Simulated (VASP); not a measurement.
# Cd (P6_3/mmc) in VASP: single point with LDA

Aim: the single point of Cd with LDA.

Program: VASP 6.6.1. These are calculated values, not measurements. Logs are shortened: lines on timing, memory, paths and dates and some standing lists are left out, and cuts for length are marked.

## (1) The cell of the first run

It takes space group P6_3/mmc (No. 194, hexagonal). Conventional cell: a = 2.907 Å, b = 2.907 Å, c = 5.482 Å, α = 90.00°, β = 90.00°, γ = 120.00°. Cd (site symmetry -6m2) has 12 Cd at 2.91 to 3.21 Å within 3.8 Å.

## (2) Single point, LDA

Contents of INCAR:

```
  PREC = Accurate
  ENCUT = 520
  EDIFF = 1E-6
  ISMEAR = -1
  SIGMA = 0.05
  LREAL = F
  LASPH = T
  NELM = 80
  ALGO = Normal
  ISIF = 2
  LWAVE = F
  LCHARG = F
  GGA = CA
  NBANDS = 19
```

Contents of KPOINTS:

```
Automatic mesh
0
Gamma
  17 17 8
```

Contents of POSCAR:

```
Cd
1.0
    2.9069518631      0.0000000000      0.0000000000
   -1.4534759315      2.5174941610      0.0000000000
    0.0000000000      0.0000000000      5.4820245371
Cd
2
Direct
    0.3333333333      0.6666666667      0.2500000000
    0.6666666667      0.3333333333      0.7500000000
```

Potentials or basis: VASP PAW LDA potentials, release 64 (Cd).

Started as:

```console
> cat potpaw_LDA.64/Cd/POTCAR > POTCAR
> mpirun -np 1 vasp_std > vasp.out
```

OUTCAR:

```text
PREC = Accurate
   ENCUT = 520
   EDIFF = 1E-6
   ISMEAR = -1
   LREAL = F
   LASPH = T
   NELM = 80
   ISIF = 2
   GGA = CA

 ion  position               nearest neighbor table
   1  0.333  0.667  0.250-   2 3.21   2 3.21   2 3.21   2 3.21   2 3.21   2 3.21
   2  0.667  0.333  0.750-   1 3.21   1 3.21   1 3.21   1 3.21   1 3.21   1 3.21

  LATTYP: Found a hexagonal cell.
 ALAT       =     2.9069518631
 C/A-ratio  =     1.8858325818

  Lattice vectors:

 A1 = (   2.9069518631,   0.0000000000,   0.0000000000)
 A2 = (  -1.4534759315,   2.5174941610,   0.0000000000)
 A3 = (   0.0000000000,   0.0000000000,   5.4820245371)

Analysis of symmetry for initial positions (statically):
=====================================================================
 Subroutine PRICEL returns:
 Original cell was already a primitive cell.

 Routine SETGRP: Setting up the symmetry group for a
 hexagonal supercell.

 Subroutine GETGRP returns: Found 24 space group operations
 (whereof 12 operations were pure point group operations)
 out of a pool of 24 trial point group operations.

The static configuration has the point symmetry D_3d.
 The point group associated with its full space group is D_6h.

Analysis of symmetry for dynamics (positions and initial velocities):
=====================================================================
 Subroutine PRICEL returns:
 Original cell was already a primitive cell.

 Routine SETGRP: Setting up the symmetry group for a
 hexagonal supercell.

 Subroutine GETGRP returns: Found 24 space group operations
 (whereof 12 operations were pure point group operations)
 out of a pool of 24 trial point group operations.

The dynamic configuration has the point symmetry D_3d.
 The point group associated with its full space group is D_6h.

 Subroutine INISYM returns: Found 24 space group operations
 (whereof 12 operations are pure point group operations),
 and found     1 'primitive' translations

----------------------------------------------------------------------------------------

                                     Primitive cell

  volume of cell :      40.1187

  direct lattice vectors                    reciprocal lattice vectors
     2.906951863  0.000000000  0.000000000     0.344002944  0.198610193  0.000000000
    -1.453475932  2.517494161  0.000000000     0.000000000  0.397220385  0.000000000
     0.000000000  0.000000000  5.482024537     0.000000000  0.000000000  0.182414360

  length of vectors
     2.906951863  2.906951863  5.482024537     0.397220385  0.397220385  0.182414360

  position of ions in fractional coordinates (direct lattice)
     0.333333333  0.666666667  0.250000000
     0.666666667  0.333333333  0.750000000

  ion indices of the primitive-cell ions
   primitive index   ion index
                 1           1
                 2           2

----------------------------------------------------------------------------------------

 KPOINTS: Automatic mesh

Automatic generation of k-mesh.
 Grid dimensions read from file:
 generate k-points for:   17   17    8

 Generating k-lattice:

  Cartesian coordinates                     Fractional coordinates (reciprocal lattice)
     0.020235467  0.011682953  0.000000000     0.058823529 -0.000000000  0.000000000
     0.000000000  0.023365905  0.000000000     0.000000000  0.058823529  0.000000000
     0.000000000  0.000000000  0.022801795     0.000000000  0.000000000  0.125000000

  Length of vectors
     0.023365905  0.023365905  0.022801795

  Shift w.r.t. Gamma in fractional coordinates (k-lattice)
     0.000000000  0.000000000  0.000000000

 Subroutine IBZKPT returns following result:
 ===========================================

 Found    165 irreducible k-points:

 Following reciprocal coordinates:
            Coordinates               Weight
  0.000000  0.000000  0.000000      1.000000
  0.058824  0.000000  0.000000      6.000000
  0.117647 -0.000000  0.000000      6.000000
  0.176471  0.000000  0.000000      6.000000
  0.235294 -0.000000  0.000000      6.000000
  0.294118  0.000000  0.000000      6.000000
[... 16 lines left out ...]
  0.411765  0.117647  0.000000     12.000000
  0.176471  0.176471  0.000000      6.000000
 [... further k-points ...]
   k-points           NKPTS =    165   k-points in BZ     NKDIM =    165   number of bands    NBANDS=     19
   number of dos      NEDOS =    301   number of ions     NIONS =      2
   total plane-waves  NPLWV =  24192
   dimension x,y,z NGX =    24 NGY =   24 NGZ =   42
   dimension x,y,z NGXF=    48 NGYF=   48 NGZF=   84
   ions per type =               2
   NGX,Y,Z   is equivalent  to a cutoff of  13.73, 13.73, 12.74 a.u.
   NGXF,Y,Z  is equivalent  to a cutoff of  27.45, 27.45, 25.47 a.u.
 SYSTEM =  unknown system
   PREC   = accura    normal or accurate (medium, high low for compatibility)
   ISTART =      0    job   : 0-new  1-cont  2-samecut
   ICHARG =      2    charge: 1-file 2-atom 10-const
   ISPIN  =      1    spin polarized calculation?
   LNONCOLLINEAR =      F non collinear calculations
   LSORBIT =      F    spin-orbit coupling
   LASPH  =      T    aspherical Exc in radial PAW
   ENCUT  =  520.0 eV  38.22 Ry    6.18 a.u.   5.41  5.41 10.19*2*pi/ulx,y,z
   NELM   =     80;   NELMIN=  2; NELMDL= -5     # of ELM steps
   EDIFF  = 0.1E-05   stopping-criterion for ELM
   LREAL  =      F    real-space projection
   EDIFFG = 0.1E-04   stopping-criterion for IOM
   NSW    =      0    number of steps for IOM
   IBRION =     -1    ionic relax: 0-MD 1-quasi-New 2-CG
   NFREE  =      0    steps in history (QN), initial steepest desc. (CG)
   ISIF   =      2    stress and relaxation
   ISYM   =      2    0-nonsym 1-usesym 2-fastsym
   POTIM  = 0.5000    time-step for ionic-motion
   TEBEG  =    0.0;   TEEND  =   0.0 temperature during run
   PSTRESS=    0.0 pullay stress
   NELECT =      24.0000    total number of electrons
   NUPDOWN=      -1.0000    fix difference up-down
   EMIN   =  10.00;   EMAX   =-10.00  energy-range for DOS
   EFERMI =   0.00;   METHOD = LEGACY
   ISMEAR =    -1;   SIGMA  =   0.05  broadening in eV -4-tet -1-fermi 0-gaus
   EFERMI_NEDOS =   21; number of points for ismear=-14 and -15
   IALGO  =     38    algorithm
   IMIX   =      4    mixing-type and parameters
     AMIX     =   0.40;   BMIX     =  1.00
     AMIX_MAG =   1.60;   BMIX_MAG =  1.00
  volume/ion in A,a.u.               =      20.06       135.37
  Fermi-wavevector in a.u.,A,eV,Ry     =   1.379419  2.606724 25.889115  1.902796
  Thomas-Fermi vector in A             =   2.504390
   LORBIT       =      0    0 simple, 1 ext, 2 COOP (PROOUT), +10 PAW based schemes
   GGA     = CA    functional components
   LHFCALC =     F    Hartree Fock is set to
   AEXX    =    0.0000 exact exchange contribution
   IVDW    =     0    specifies the selected vdW correction
   LEPSILON=     F    determine dielectric tensor
   LRPA    =     F    only Hartree local field effects (RPA)
 non-spin polarized calculation
  energy-cutoff  :      520.00
  volume of cell :       40.12
 maximum number of plane-waves:      1106
 NGX is ok and might be reduce to    24
   NGX = 11   NGY = 11   NGZ = 21

 number of electron      24.0000014 magnetization

 Free energy of the ion-electron system (eV)
  ---------------------------------------------------
  ext. energy  EPLUGINS =         0.00000000
  ---------------------------------------------------
  free energy    TOTEN  =        -3.03603293 eV

  energy without entropy =       -3.03193280  energy(sigma->0) =       -3.03398287

 E-fermi :   3.3140     XC(G=0): -11.7638

 val. band max:        3.2290457988   @ k =   0.3529   0.2941   0.2500
 cond. band min:       3.3151317087   @ k =   0.2353   0.1176   0.0000
 fundamental gap:      0.0860859099
 Fermi energy:         3.3140210404

 k-point     1 :       0.0000    0.0000    0.0000
  band No.  band energies     occupation
      1      -6.9096      2.00000
      2      -6.6220      2.00000
      3      -6.1235      2.00000
      4      -6.1235      2.00000
      5      -6.0875      2.00000
      6      -6.0620      2.00000
[... 11 lines left out ...]
     18      18.9866      0.00000
     19      19.5004      0.00000

 k-point     2 :       0.0588    0.0000    0.0000
  band No.  band energies     occupation
      1      -6.8660      2.00000
      2      -6.5644      2.00000
      3      -6.1465      2.00000
      4      -6.0860      2.00000
      5      -6.0829      2.00000
      6      -6.0258      2.00000
[... 11 lines left out ...]
     18      18.9639      0.00000
     19      19.9024      0.00000

 k-point     3 :       0.1176   -0.0000    0.0000
  band No.  band energies     occupation
      1      -6.7556      2.00000
      2      -6.4497      2.00000
      3      -6.1949      2.00000
      4      -6.1093      2.00000
      5      -5.9772      2.00000
      6      -5.9210      2.00000
[... 11 lines left out ...]
     18      18.7810      0.00000
     19      19.5758      0.00000

 k-point     4 :       0.1765    0.0000    0.0000
  band No.  band energies     occupation
      1      -6.6662      2.00000
      2      -6.3747      2.00000
      3      -6.2601      2.00000
      4      -6.0531      2.00000
      5      -5.8162      2.00000
      6      -5.8082      2.00000
[... 11 lines left out ...]
     18      17.5736      0.00000
     19      17.7234      0.00000

 k-point     5 :       0.2353   -0.0000    0.0000
  band No.  band energies     occupation
      1      -6.7015      2.00000
      2      -6.4445      2.00000
      3      -6.1621      2.00000
      4      -6.0424      2.00000
      5      -5.9056      2.00000
      6      -5.7058      2.00000
[... 11 lines left out ...]
     18      16.6270      0.00000
     19      17.2883      0.00000
[... 334 lines left out ...]
      2      -6.5251      2.00000
      3      -6.4215      2.00000
      4      -5.9987      2.00000
      5      -5.9212      2.00000
      6      -5.7699      2.00000
[... 11 lines left out ...]
     18      15.2892      0.00000
     19      15.7730      0.00000

 k-point    22 :       0.3529    0.1176    0.0000
  band No.  band energies     occupation
      1      -6.8347      2.00000
      2      -6.6027      2.00000
      3      -6.5315      2.00000
      4      -6.0299      2.00000
      5      -5.8460      2.00000
      6      -5.8041      2.00000
[... 11 lines left out ...]
     18      14.8256      0.00000
     19      15.4685      0.00000

 k-point    23 :       0.4118    0.1176    0.0000
  band No.  band energies     occupation
      1      -6.8783      2.00000
      2      -6.6445      2.00000
      3      -6.5877      2.00000
      4      -6.0411      2.00000
      5      -5.8918      2.00000
      6      -5.7437      2.00000
[... 11 lines left out ...]
     18      14.5825      0.00000
     19      15.3139      0.00000

 k-point    24 :       0.1765    0.1765    0.0000
  band No.  band energies     occupation
      1      -6.4577      2.00000
      2      -6.4191      2.00000
      3      -6.2190      2.00000
      4      -6.1200      2.00000
      5      -5.9719      2.00000
      6      -5.9559      2.00000
[... 11 lines left out ...]
     18      14.6402      0.00000
     19      15.2033      0.00000

 [... further k-points ...]
[... 5 lines left out ...]
  --------------------------------------------------------------------------------------
  -------------------------------------------------------------------------------------
  Total        0.2645301      0.2645301      0.0024005      0.0000000     -0.0000000      0.0000000
  in kB       10.5642418     10.5642418      0.0958678      0.0000000     -0.0000000      0.0000000
  external PRESSURE =       7.0747838 kB  Pullay stress =       0.0000000 kB

 VOLUME and BASIS-vectors are now :
 -----------------------------------------------------------------------------
  energy-cutoff  :      520.00
  volume of cell :       40.12
      direct lattice vectors                 reciprocal lattice vectors
     2.906951863  0.000000000  0.000000000     0.344002944  0.198610193  0.000000000
    -1.453475932  2.517494161  0.000000000     0.000000000  0.397220385  0.000000000
     0.000000000  0.000000000  5.482024537     0.000000000  0.000000000  0.182414360

 POSITION                                       TOTAL-FORCE (eV/Angst)
 -----------------------------------------------------------------------------------
     -0.00000      1.67833      1.37051         0.000000     -0.000000      0.000000
      1.45348      0.83916      4.11152        -0.000000      0.000000      0.000000
 -----------------------------------------------------------------------------------
    total drift:                                0.000000     -0.000000      0.000000

  FREE ENERGIE OF THE ION-ELECTRON SYSTEM (eV)
  ---------------------------------------------------
  free  energy   TOTEN  =        -3.0360329291 eV

  energy  without entropy=       -3.0319328011  energy(sigma->0) =       -3.03398287
```

It took 42 s on 1 thread of Intel Xeon Platinum 8488C (Sapphire Rapids), shared host; peak memory 0.21 GiB.

Results:

* Free energy: -3.0360 eV
* Pressure: 0.7 GPa
* Band gap on the k mesh: zero (band 12 reaches 4.69 eV, above the bottom of band 13 at 0.28 eV)
